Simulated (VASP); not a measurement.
# Ag (P6_3/mmc) in VASP: notebook

The runs below take Ag through single point, relaxation of shape and atoms at fixed volume, relaxation of cell and atoms, with PBE.

Program: VASP 6.6.1. These are calculated values, not measurements. Logs are shortened: lines on timing, memory, paths and dates and some standing lists are left out, and cuts for length are marked.

### 1 The cell of the first run

The structure is hexagonal, space group P6_3/mmc (No. 194). The conventional cell has a = 3.030 Å, b = 3.030 Å, c = 9.884 Å, α = 90.00°, β = 90.00°, γ = 120.00°. Within 4.0 Å of Ag (site symmetry -6m2) lie 12 Ag at 3.03 Å. Ag (site symmetry -3m) has 12 Ag at 3.03 Å within 4.0 Å.

This isn't the form of Ag at room conditions, which is fcc.

### 2 Single point, PBE (19.64 Å³/atom)

INCAR

```
SYSTEM = Ag
PREC = Accurate
ENCUT = 520
EDIFF = 1E-7
ISMEAR = 0
SIGMA = 0.1
LREAL = .False.
LASPH = .True.
NELM = 60
ALGO = Fast
ISIF = 2
LWAVE = .False.
LCHARG = .False.
GGA = PE
NBANDS = 30
```

KPOINTS

```
regular mesh
0
Gamma
  18 18 4
  0 0 0
```

POSCAR

```
Ag
1.0
    3.0298732094      0.0000000000      0.0000000000
   -1.5149366047      2.6239471696      0.0000000000
    0.0000000000      0.0000000000      9.8835989081
Ag
4
Direct
    0.3333333333      0.6666666667      0.2500000000
    0.6666666667      0.3333333333      0.7500000000
    0.0000000000      0.0000000000      0.0000000000
    0.0000000000      0.0000000000      0.5000000000
```

Potentials or basis: VASP PAW PBE potentials, release 64 (Ag).

Command:

```sh
$ cat potpaw_PBE.64/Ag/POTCAR > POTCAR
$ mpirun -np 1 vasp_std > vasp.out
```

OUTCAR:

```text
SYSTEM = Ag
   PREC = Accurate
   ENCUT = 520
   EDIFF = 1E-7
   ISMEAR = 0
   LREAL = .False.
   LASPH = .True.
   NELM = 60
   ISIF = 2
   GGA = PE

 ion  position               nearest neighbor table
   1  0.333  0.667  0.250-   3 3.03   4 3.03   3 3.03   4 3.03   3 3.03   4 3.03
   2  0.667  0.333  0.750-   3 3.03   4 3.03   3 3.03   4 3.03   3 3.03   4 3.03
   3  0.000  0.000  0.000-   1 3.03   2 3.03   2 3.03   1 3.03   2 3.03   1 3.03
   4  0.000  0.000  0.500-   1 3.03   2 3.03   2 3.03   1 3.03   2 3.03   1 3.03

  LATTYP: Found a hexagonal cell.
 ALAT       =     3.0298732094
 C/A-ratio  =     3.2620503318

  Lattice vectors:

 A1 = (   3.0298732094,   0.0000000000,   0.0000000000)
 A2 = (  -1.5149366047,   2.6239471696,   0.0000000000)
 A3 = (   0.0000000000,   0.0000000000,   9.8835989081)

Analysis of symmetry for initial positions (statically):
=====================================================================
 Subroutine PRICEL returns:
 Original cell was already a primitive cell.

 Routine SETGRP: Setting up the symmetry group for a
 hexagonal supercell.

 Subroutine GETGRP returns: Found 24 space group operations
 (whereof 12 operations were pure point group operations)
 out of a pool of 24 trial point group operations.

The static configuration has the point symmetry D_3d.
 The point group associated with its full space group is D_6h.

Analysis of symmetry for dynamics (positions and initial velocities):
=====================================================================
 Subroutine PRICEL returns:
 Original cell was already a primitive cell.

 Routine SETGRP: Setting up the symmetry group for a
 hexagonal supercell.

 Subroutine GETGRP returns: Found 24 space group operations
 (whereof 12 operations were pure point group operations)
 out of a pool of 24 trial point group operations.

The dynamic configuration has the point symmetry D_3d.
 The point group associated with its full space group is D_6h.

 Subroutine INISYM returns: Found 24 space group operations
 (whereof 12 operations are pure point group operations),
 and found     1 'primitive' translations

----------------------------------------------------------------------------------------

                                     Primitive cell

  volume of cell :      78.5769

  direct lattice vectors                    reciprocal lattice vectors
     3.029873209  0.000000000  0.000000000     0.330046814  0.190552617  0.000000000
    -1.514936605  2.623947170  0.000000000     0.000000000  0.381105234  0.000000000
     0.000000000  0.000000000  9.883598908     0.000000000  0.000000000  0.101177720

  length of vectors
     3.029873209  3.029873209  9.883598908     0.381105234  0.381105234  0.101177720

  position of ions in fractional coordinates (direct lattice)
     0.333333333  0.666666667  0.250000000
     0.666666667  0.333333333  0.750000000
     0.000000000  0.000000000  0.000000000
     0.000000000  0.000000000  0.500000000

  ion indices of the primitive-cell ions
   primitive index   ion index
                 1           1
                 2           2
                 3           3
                 4           4

----------------------------------------------------------------------------------------

 KPOINTS: regular mesh

Automatic generation of k-mesh.
 Grid dimensions read from file:
 generate k-points for:   18   18    4

 Generating k-lattice:

  Cartesian coordinates                     Fractional coordinates (reciprocal lattice)
     0.018335934  0.010586256  0.000000000     0.055555556  0.000000000  0.000000000
     0.000000000  0.021172513  0.000000000     0.000000000  0.055555556  0.000000000
     0.000000000  0.000000000  0.025294430     0.000000000  0.000000000  0.250000000

  Length of vectors
     0.021172513  0.021172513  0.025294430

  Shift w.r.t. Gamma in fractional coordinates (k-lattice)
     0.000000000  0.000000000  0.000000000

 Subroutine IBZKPT returns following result:
 ===========================================

 Found    111 irreducible k-points:

 Following reciprocal coordinates:
            Coordinates               Weight
  0.000000  0.000000  0.000000      1.000000
  0.055556 -0.000000  0.000000      6.000000
  0.111111 -0.000000  0.000000      6.000000
  0.166667  0.000000  0.000000      6.000000
  0.222222 -0.000000  0.000000      6.000000
  0.277778  0.000000  0.000000      6.000000
[... 16 lines left out ...]
  0.333333  0.111111  0.000000     12.000000
  0.388889  0.111111  0.000000     12.000000
 [... further k-points ...]
   k-points           NKPTS =    111   k-points in BZ     NKDIM =    111   number of bands    NBANDS=     30
   number of dos      NEDOS =    301   number of ions     NIONS =      4
   total plane-waves  NPLWV =  46080
   dimension x,y,z NGX =    24 NGY =   24 NGZ =   80
   dimension x,y,z NGXF=    48 NGYF=   48 NGZF=  160
   ions per type =               4
   NGX,Y,Z   is equivalent  to a cutoff of  13.17, 13.17, 13.46 a.u.
   NGXF,Y,Z  is equivalent  to a cutoff of  26.34, 26.34, 26.91 a.u.
 SYSTEM =  Ag
   PREC   = accura    normal or accurate (medium, high low for compatibility)
   ISTART =      0    job   : 0-new  1-cont  2-samecut
   ICHARG =      2    charge: 1-file 2-atom 10-const
   ISPIN  =      1    spin polarized calculation?
   LNONCOLLINEAR =      F non collinear calculations
   LSORBIT =      F    spin-orbit coupling
   LASPH  =      T    aspherical Exc in radial PAW
   ENCUT  =  520.0 eV  38.22 Ry    6.18 a.u.   5.63  5.63 18.38*2*pi/ulx,y,z
   NELM   =     60;   NELMIN=  2; NELMDL= -5     # of ELM steps
   EDIFF  = 0.1E-06   stopping-criterion for ELM
   LREAL  =      F    real-space projection
   EDIFFG = 0.1E-05   stopping-criterion for IOM
   NSW    =      0    number of steps for IOM
   IBRION =     -1    ionic relax: 0-MD 1-quasi-New 2-CG
   NFREE  =      0    steps in history (QN), initial steepest desc. (CG)
   ISIF   =      2    stress and relaxation
   ISYM   =      2    0-nonsym 1-usesym 2-fastsym
   POTIM  = 0.5000    time-step for ionic-motion
   TEBEG  =    0.0;   TEEND  =   0.0 temperature during run
   PSTRESS=    0.0 pullay stress
   NELECT =      44.0000    total number of electrons
   NUPDOWN=      -1.0000    fix difference up-down
   EMIN   =  10.00;   EMAX   =-10.00  energy-range for DOS
   EFERMI =   0.00;   METHOD = LEGACY
   ISMEAR =     0;   SIGMA  =   0.10  broadening in eV -4-tet -1-fermi 0-gaus
   EFERMI_NEDOS =   21; number of points for ismear=-14 and -15
   IALGO  =     68    algorithm
   IMIX   =      4    mixing-type and parameters
     AMIX     =   0.40;   BMIX     =  1.00
     AMIX_MAG =   1.60;   BMIX_MAG =  1.00
  volume/ion in A,a.u.               =      19.64       132.57
  Fermi-wavevector in a.u.,A,eV,Ry     =   1.349359  2.549919 24.773075  1.820770
  Thomas-Fermi vector in A             =   2.476952
   LORBIT       =      0    0 simple, 1 ext, 2 COOP (PROOUT), +10 PAW based schemes
   GGA     = PE    functional components
   LHFCALC =     F    Hartree Fock is set to
   AEXX    =    0.0000 exact exchange contribution
   IVDW    =     0    specifies the selected vdW correction
   LEPSILON=     F    determine dielectric tensor
   LRPA    =     F    only Hartree local field effects (RPA)
 non-spin polarized calculation
 RMM-DIIS sequential band-by-band and
 Gauss-broadening in eV      SIGMA  =   0.10
  energy-cutoff  :      520.00
  volume of cell :       78.58
 maximum number of plane-waves:      2149
 NGX is ok and might be reduce to    24
   NGX = 11   NGY = 11   NGZ = 37

 number of electron      44.0000003 magnetization

 Free energy of the ion-electron system (eV)
  ---------------------------------------------------
  ext. energy  EPLUGINS =         0.00000000
  ---------------------------------------------------
  free energy    TOTEN  =       -10.70108400 eV

  energy without entropy =      -10.69514558  energy(sigma->0) =      -10.69811479

 E-fermi :   6.6530     XC(G=0): -11.3842

 val. band max:        6.6520170308   @ k =   0.2222   0.1667   0.2500
 cond. band min:       6.6811189476   @ k =   0.5000   0.0000   0.0000
 fundamental gap:      0.0291019167
 Fermi energy:         6.6530234593

 k-point     1 :       0.0000    0.0000    0.0000
  band No.  band energies     occupation
      1      -0.1745      2.00000
      2       1.0242      2.00000
      3       1.0464      2.00000
      4       1.0477      2.00000
      5       2.2591      2.00000
      6       2.2591      2.00000
[... 22 lines left out ...]
     29      21.9241      0.00000
     30      22.6435      0.00000

 k-point     2 :       0.0556   -0.0000    0.0000
  band No.  band energies     occupation
      1      -0.0978      2.00000
      2       1.0670      2.00000
      3       1.1114      2.00000
      4       1.1117      2.00000
      5       2.2263      2.00000
      6       2.2414      2.00000
[... 22 lines left out ...]
     29      21.8196      0.00000
     30      22.0108      0.00000

 k-point     3 :       0.1111   -0.0000    0.0000
  band No.  band energies     occupation
      1       0.1261      2.00000
      2       1.1832      2.00000
      3       1.2890      2.00000
      4       1.2912      2.00000
      5       2.1007      2.00000
      6       2.1865      2.00000
[... 22 lines left out ...]
     29      21.0443      0.00000
     30      21.0820      0.00000

 k-point     4 :       0.1667    0.0000    0.0000
  band No.  band energies     occupation
      1       0.4728      2.00000
      2       1.3243      2.00000
      3       1.5129      2.00000
      4       1.5210      2.00000
      5       1.9231      2.00000
      6       2.0453      2.00000
[... 616 lines left out ...]
     29      15.8161      0.00000
     30      17.7406      0.00000

 k-point    23 :       0.3333    0.1111    0.0000
  band No.  band energies     occupation
      1       1.2130      2.00000
      2       1.2263      2.00000
      3       1.3039      2.00000
      4       1.6574      2.00000
      5       1.6781      2.00000
      6       1.8844      2.00000
[... 22 lines left out ...]
     29      15.2906      0.00000
     30      16.9870      0.00000

 k-point    24 :       0.3889    0.1111    0.0000
  band No.  band energies     occupation
      1       1.1413      2.00000
      2       1.1593      2.00000
      3       1.2392      2.00000
      4       1.5916      2.00000
      5       1.6315      2.00000
      6       1.8497      2.00000
[... 22 lines left out ...]
     29      14.8872      0.00000
     30      15.6264      0.00000

 [... further k-points ...]

------------------------ aborting loop because EDIFF is reached ----------------------------------------

  FORCE on cell =-STRESS in cart. coord.  units (eV):
  Direction    XX          YY          ZZ          XY          YZ          ZX
  --------------------------------------------------------------------------------------
  -------------------------------------------------------------------------------------
  Total       -3.2369211     -3.2369211     -3.2103761     -0.0000000      0.0000000      0.0000000
  in kB      -66.0006233    -66.0006233    -65.4593723     -0.0000000      0.0000000      0.0000000
  external PRESSURE =     -65.8202063 kB  Pullay stress =       0.0000000 kB

 VOLUME and BASIS-vectors are now :
 -----------------------------------------------------------------------------
  energy-cutoff  :      520.00
  volume of cell :       78.58
      direct lattice vectors                 reciprocal lattice vectors
     3.029873209  0.000000000  0.000000000     0.330046814  0.190552617  0.000000000
    -1.514936605  2.623947170  0.000000000     0.000000000  0.381105234  0.000000000
     0.000000000  0.000000000  9.883598908     0.000000000  0.000000000  0.101177720

 POSITION                                       TOTAL-FORCE (eV/Angst)
 -----------------------------------------------------------------------------------
     -0.00000      1.74930      2.47090        -0.000000     -0.000000      0.000000
      1.51494      0.87465      7.41270         0.000000      0.000000     -0.000000
      0.00000      0.00000      0.00000        -0.000000      0.000000      0.000000
      0.00000      0.00000      4.94180        -0.000000      0.000000      0.000000
 -----------------------------------------------------------------------------------
    total drift:                               -0.000000      0.000000     -0.000000

  FREE ENERGIE OF THE ION-ELECTRON SYSTEM (eV)
  ---------------------------------------------------
  free  energy   TOTEN  =       -10.7010839966 eV

  energy  without entropy=      -10.6951455829  energy(sigma->0) =      -10.69811479
```

Wall time 3.6 min (1 thread of Intel Xeon Platinum 8259CL at 2.50GHz (Skylake/Cascade Lake), shared host); peak memory 0.33 GiB.

Results:

```
Free energy            : -10.7011 eV
Pressure               : -6.6 GPa
Band gap on the k mesh : zero (bands 22 and 23 overlap by 6.06 eV)
```

Caveat: the cell stands under tension.

[end of part 1 of 2]
